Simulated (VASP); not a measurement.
# MgSi24C23 (a cell with a defect) (Moissanite): electric field gradients with PBE

The system is MgSi24C23 (a cell with a defect) (Moissanite).

```
CELL_PARAMETERS angstrom
6.15200 0.00000 0.00000
-4.61400 7.99168 0.00000
0.00000 0.00000 10.09600
ATOMIC_POSITIONS crystal
Si 0.16667 0.22222 0.00000
Si 0.16667 0.22222 0.50000
Si 0.16667 0.55556 0.00000
Si 0.16667 0.55556 0.50000
Si 0.16667 0.88889 0.00000
Si 0.16667 0.88889 0.50000
Si 0.66667 0.22222 0.00000
Si 0.66667 0.22222 0.50000
Si 0.66667 0.55556 0.00000
Si 0.66667 0.55556 0.50000
Si 0.66667 0.88889 0.00000
Si 0.66667 0.88889 0.50000
Si 0.33333 0.11111 0.25000
Si 0.33333 0.11111 0.75000
Si 0.33333 0.44444 0.25000
Si 0.33333 0.44444 0.75000
Si 0.33333 0.77778 0.25000
Si 0.33333 0.77778 0.75000
Si 0.83333 0.11111 0.25000
Si 0.83333 0.11111 0.75000
Si 0.83333 0.44444 0.25000
Si 0.83333 0.44444 0.75000
Si 0.83333 0.77778 0.25000
Si 0.83333 0.77778 0.75000
Mg 0.16667 0.22222 0.19250
C 0.16667 0.22222 0.69250
C 0.16667 0.55556 0.19250
C 0.16667 0.55556 0.69250
C 0.16667 0.88889 0.19250
C 0.16667 0.88889 0.69250
C 0.66667 0.22222 0.19250
C 0.66667 0.22222 0.69250
C 0.66667 0.55556 0.19250
C 0.66667 0.55556 0.69250
C 0.66667 0.88889 0.19250
C 0.66667 0.88889 0.69250
C 0.33333 0.11111 0.44250
C 0.33333 0.11111 0.94250
C 0.33333 0.44444 0.44250
C 0.33333 0.44444 0.94250
C 0.33333 0.77778 0.44250
C 0.33333 0.77778 0.94250
C 0.83333 0.11111 0.44250
C 0.83333 0.11111 0.94250
C 0.83333 0.44444 0.44250
C 0.83333 0.44444 0.94250
C 0.83333 0.77778 0.44250
C 0.83333 0.77778 0.94250
```

* Program: VASP 6.6.1
* Task: electric field gradients
* Functional: PBE
* Potentials or basis: VASP PAW PBE potentials, release 64 (Si, Mg, C)
* Cutoff: 520 eV
* k mesh: 4 × 3 × 2
* Occupations: fermi-dirac, width 0.01 eV
* Spin: no spin polarisation
* Dipole correction: no
* Charge: -2
* Further INCAR settings: LREAL = Auto; ALGO = Normal; EDIFF = 1e-08; NBANDS = 125; NELECT = 192.0

The largest force is 10.761 eV/Å.

Forces in eV/Å, atoms in the order of the input:
```
Si  -0.008 -0.008 -7.632
Si   0.001 -0.033  0.141
Si   0.217 -0.164  1.240
Si   0.353 -0.063  0.581
Si   0.013  0.338  1.262
Si   0.143  0.387  0.567
Si  -0.001 -0.254  1.274
Si  -0.003 -0.497  0.585
Si  -0.211 -0.170  1.168
Si  -0.348 -0.077  0.599
Si  -0.015  0.301  1.193
Si  -0.145  0.330  0.586
Si   8.505 -5.011  4.113
Si   0.183 -0.009  1.103
Si  -0.021  9.934  4.137
Si  -0.003  0.140  1.095
Si  -0.134 -0.199  0.208
Si   0.012 -0.007  0.926
Si  -8.465 -4.984  4.139
Si  -0.188 -0.013  1.104
Si   0.074 -0.315  0.361
Si  -0.003 -0.062  0.889
Si   0.135  0.154  0.344
Si  -0.013 -0.054  0.894
Mg   0.003 -0.002 -1.823
C   -0.003  0.000 -0.812
C   -0.627  0.851 -0.760
C   -0.191  0.043 -0.850
C    0.602 -0.696 -0.768
C   -0.089 -0.189 -0.857
C   -0.027  0.100 -0.895
C   -0.002  0.305 -0.870
C    0.620  1.136 -0.776
C    0.190  0.048 -0.843
C   -0.632 -1.081 -0.781
C    0.083 -0.188 -0.851
C    0.571 -0.350  0.365
C    0.500 -0.337 -2.022
C    0.001  0.764  0.404
C    0.003  0.662 -2.042
C   -0.023 -0.053 -0.636
C   -0.018 -0.048 -1.034
C   -0.576 -0.357  0.369
C   -0.501 -0.345 -2.028
C   -0.008  0.096 -0.677
C   -0.006  0.093 -1.029
C    0.029 -0.064 -0.652
C    0.023 -0.050 -1.009
```

Levels at points of the mesh, in eV from the Fermi level:
| k point | band 94 | band 95 | band 96 | band 97 | band 98 | band 99 |
| --- | --- | --- | --- | --- | --- | --- |
| (0.00, 0.00, 0.00) | -1.22 | -0.79 | 0.00 | 0.13 | 0.61 | 0.62 |
| (0.50, 0.00, 0.00) | -1.84 | -1.18 | -0.73 | 0.12 | 0.19 | 1.32 |
| (0.00, 0.00, 0.50) | -1.37 | -0.79 | 0.08 | 0.28 | 0.44 | 0.57 |
| (0.50, 0.00, 0.50) | -1.80 | -1.02 | -0.76 | 1.08 | 1.13 | 1.18 |

Electric field gradients, principal values (V/Å²):
```tsv
atom	least	middle	greatest (by size)
1 Si	39.593	40.024	-79.617
2 Si	-12.184	-12.607	24.790
3 Si	-4.846	-8.434	13.280
4 Si	-7.654	-12.794	20.448
5 Si	-4.395	-8.547	12.942
6 Si	-7.421	-12.770	20.192
7 Si	-5.453	-7.223	12.676
8 Si	-9.026	-11.729	20.756
9 Si	-4.875	-8.999	13.873
10 Si	-7.628	-12.895	20.522
11 Si	-4.218	-9.004	13.222
12 Si	-7.314	-12.824	20.138
13 Si	20.476	52.547	-73.023
14 Si	-4.447	-5.975	10.422
15 Si	29.927	57.363	-87.289
16 Si	-4.154	-6.545	10.700
17 Si	-5.780	-18.092	23.872
18 Si	-7.292	-8.288	15.580
19 Si	21.913	53.509	-75.423
20 Si	-4.446	-6.015	10.461
21 Si	-9.806	-11.299	21.105
22 Si	-7.413	-8.897	16.310
23 Si	-7.863	-13.757	21.620
24 Si	-7.609	-8.524	16.132
25 Mg	4.747	11.039	-15.787
26 C	-0.366	-0.698	1.064
27 C	-1.248	-5.583	6.831
28 C	-0.323	-1.247	1.570
29 C	-1.954	-5.016	6.971
30 C	-0.166	-1.337	1.503
31 C	-2.183	-2.960	5.143
32 C	-0.333	-0.777	1.110
33 C	-1.773	-4.298	6.072
34 C	-0.406	-1.282	1.688
35 C	-1.382	-4.549	5.931
36 C	-0.091	-1.374	1.465
37 C	-0.126	-0.475	0.601
38 C	-0.345	-3.710	4.055
39 C	0.207	0.445	-0.652
40 C	-0.197	-4.070	4.267
41 C	-0.503	-1.245	1.748
42 C	-1.275	-2.022	3.297
43 C	-0.088	-0.610	0.698
44 C	-0.202	-3.852	4.054
45 C	-0.750	-0.951	1.701
46 C	-1.397	-1.577	2.973
47 C	-0.610	-1.174	1.784
48 C	-1.188	-1.913	3.102
```

It took 21 min on 1 thread of Intel(R) Xeon(R) 6975P-C (Granite Rapids) (shared host), peak memory 0.9 GiB.

Caveat: the cell carries a net charge on a neutralising background, which shifts energy and pressure; the cell is charged against a uniform background, so pressure and absolute levels hang on convention; without QUAD_EFG the Cq values of the log hold for a quadrupole moment of 1 mb, not for the nuclei.
